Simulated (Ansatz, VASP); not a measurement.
**One calculation of InSb, two programs**

The input INCAR:

```
ALGO     = Normal         # electronic algorithm
EDIFF    = 1E-6           # SCF threshold, eV
ENCUT    = 520            # plane-wave cutoff, eV
GGA      = PE             # functional
ISIF     = 2              # what is computed and relaxed
ISMEAR   = 0              # smearing method
LASPH    = T              # aspherical terms in the spheres
LCHARG   = T              # write CHGCAR
LELF     = T              # ELF
LREAL    = F              # projectors in reciprocal space
LVHAR    = T            
LWAVE    = F              # write WAVECAR
NBANDS   = 16             # bands
NELM     = 80             # most SCF steps
PREC     = Accurate       # precision mode
SIGMA    = 0.15           # smearing width, eV
```

KPOINTS

```
k-points
0
Gamma
  16 16 8
```

File POSCAR:

```
InSb
1.0
    3.1689556800      0.0000000000      0.0000000000
    0.0000000000      3.1689556800      0.0000000000
    0.0000000000      0.0000000000      6.2154700000
In Sb
1 1
Direct
    0.0000000000      0.0000000000      0.0000000000
    0.0000000000      0.0000000000      0.5000000000
```

Input for Ansatz:

```yaml
crystal:
  lattice:
    - [3.16895568, 0.0, 0.0]
    - [0.0, 3.16895568, 0.0]
    - [0.0, 0.0, 6.21547]
  atoms:
    - { symbol: In, position: [0.0, 0.0, 0.0] }
    - { symbol: Sb, position: [0.0, 0.0, 0.5] }
basis:
  ecutwfc: 420
kpoints:
  mp_grid: { grid: [16, 16, 8] }
hamiltonian:
  xc: pbe
scf:
  occupations: { method: gaussian, width: 0.15 }
output:
  forces: true
  stress: true
  eigenvalues: true
  write_density: true
  write_potential: true
  elf: true
  volumetric_format: npy
```

Change from the starting cell: strain +0.030 along x and y, +0.000 along z, atoms carried along.

Alike in both runs: task single point; functional PBE; k mesh 16 × 16 × 8; occupations gaussian, width 0.15 eV; no spin polarisation.

|  | VASP | Ansatz |
| --- | --- | --- |
| version | VASP 6.6.1 | Ansatz 0.2.0 |
| potentials or method | VASP PAW PBE potentials, release 64 (In_d, Sb), cutoff 520 eV | scalar-relativistic, plane waves, PAW |
| valence electrons in the cell | 18 | 28 |

```csv
,VASP,Ansatz,Ansatz less VASP
gap on the k mesh at the Fermi level (eV),none,none,-
pressure (GPa),-1.8,-1.8,+0.04
"traceless stress, the component that is largest in VASP (GPa)",1.67,1.67,-0.006
```

A gap of «none» marks a metal or a gap that the smearing closes. VASP's potentials hold 18 valence electrons a cell and Ansatz's 28, so a difference there can come from the potentials and not from the codes.

Neither program's run includes spin-orbit coupling.
